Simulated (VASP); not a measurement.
**SiC8: single point with PBE+D3(BJ)**

SiC8, a slab with vacuum:

```xyz
9
Lattice="4.9313 0.0000 0.0000 -2.4657 4.2706 0.0000 0.0000 0.0000 17.4000" Properties=species:S:1:pos:R:3 pbc="T T T"
C     1.2328    0.7118    4.0000
C     0.0000    2.8471    4.0000
C     3.6985    0.7118    4.0000
C     2.4657    2.8471    4.0000
C     0.0000    1.4235    4.0000
C    -1.2328    3.5589    4.0000
C     2.4657    1.4235    4.0000
C     1.2328    3.5589    4.0000
Si    0.6164    1.7794    6.5000
```

```yaml
Program: VASP 6.6.1
Task: single point
Functional: PBE
Dispersion: D3(BJ)
Potentials_or_basis: VASP PAW PBE potentials, release 64 (C, Si)
Cutoff: 520 eV
k_mesh: 6 × 6 × 1
Occupations: gaussian, width 0.1 eV
Spin: collinear spin
Starting_moments: "[0.0, 0.0, 0.0, 0.0, 0.0, 0.0, 0.0, 0.0, 2.0] μB"
```

```
Largest force                                         : 0.517 eV/Å
Net moment                                            : 1.84 μB per cell
Site moments                                          : C -0.01, +0.01, +0.00, +0.04, +0.03 (each value once); Si +0.48 μB
Valence electrons inside the program's atomic spheres : C 2.65; Si 1.51
Dispersion energy per atom                            : -0.116 eV
```

Forces on the atoms (eV/Å):
```
C    0.328 -0.291  0.236
C   -0.088  0.430  0.236
C   -0.439 -0.253 -0.102
C    0.109  0.063 -0.155
C   -0.151 -0.087  0.365
C   -0.173 -0.100 -0.173
C    0.368  0.110 -0.155
C    0.279  0.263 -0.155
Si  -0.232 -0.134 -0.098
```

Levels at points of the mesh, in eV from the Fermi level:
Spin up:
```csv
k point,band 15,band 16,band 17,band 18,band 19,band 20,band 21,band 22,band 23,band 24
"(0.00, 0.00, 0.00)",-3.62,-3.55,-3.20,-0.72,-0.07,0.08,1.09,1.12,1.42,2.88
"(0.50, 0.00, 0.00)",-5.81,-3.94,-3.71,-1.07,0.04,0.57,1.91,1.98,4.56,4.66
"(0.00, 0.50, 0.00)",-5.84,-3.93,-3.70,-1.06,-0.02,0.71,1.85,1.90,4.59,4.67
```
Spin down:
```csv
k point,band 15,band 16,band 17,band 18,band 19,band 20
"(0.00, 0.00, 0.00)",-3.46,-3.39,-3.07,0.03,0.51,0.57
"(0.50, 0.00, 0.00)",-5.12,-3.78,-3.54,0.35,1.17,1.41
"(0.00, 0.50, 0.00)",-5.13,-3.77,-3.51,0.30,1.29,1.55
```

It took 6.9 min on 1 thread of Intel(R) Xeon(R) 6975P-C (Granite Rapids) (shared host), peak memory 0.8 GiB.

Caveat: a moment this small can come from the mesh or the smearing.
